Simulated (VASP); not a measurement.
Here is a VASP 6.6.1 calculation.

INCAR

```
ALGO     = Normal         # electronic algorithm
DIPOL    = 0.5 0.5 0.664
EDIFF    = 1E-7           # SCF threshold, eV
EDIFFG   = -0.02          # ionic threshold
ENCUT    = 450            # plane-wave cutoff, eV
GGA      = PE             # functional
GGA_COMPAT= F            
IBRION   = 2              # ionic algorithm
IDIPOL   = 3            
ISIF     = 2              # what is computed and relaxed
ISMEAR   = 1              # smearing method
LASPH    = T              # aspherical terms in the spheres
LCHARG   = F              # write CHGCAR
LDIPOL   = T            
LREAL    = F              # projectors in reciprocal space
LWAVE    = F              # write WAVECAR
NELM     = 120            # most SCF steps
NELMDL   = -8           
NELMIN   = 4            
NSW      = 80             # ionic steps
PREC     = Accurate       # precision mode
SIGMA    = 0.1            # smearing width, eV
```

File KPOINTS:

```
k-points
0
Gamma
  15 15 1
```

POSCAR

```
Al
1.0
    3.0028735933      0.0000000291      0.0000000000
   -1.5014368219      2.6005648016      0.0000000000
    0.0000000000      0.0000000000     28.7269675229
Al
4
Direct
    0.0000000000      0.0000000000      0.5503439969
    0.6666666667      0.3333333333      0.6262532160
    0.3333333333      0.6666666667      0.7018216553
    0.0000000000      0.0000000000      0.7791041514
```

Potentials or basis: VASP PAW PBE potentials, release 64 (Al).

The run is started by

```bash
$ cat potpaw_PBE.64/Al/POTCAR > POTCAR
$ mpirun -np 1 vasp_std > vasp.out
```

Question: What does it give for the band gap on the k mesh?

Answer: Zero (bands 6 and 7 overlap by 2.07 eV).

Question: Estimate the energy gained by relaxing.

Answer: 4.3 meV/atom.

Final structure:
```
CELL_PARAMETERS angstrom
3.00287 0.00000 0.00000
-1.50144 2.60056 0.00000
0.00000 0.00000 28.72697
ATOMIC_POSITIONS crystal
Al 0.00000 0.00000 0.54701
Al 0.66667 0.33333 0.62559
Al 0.33333 0.66667 0.70320
Al 0.00000 0.00000 0.78171
```
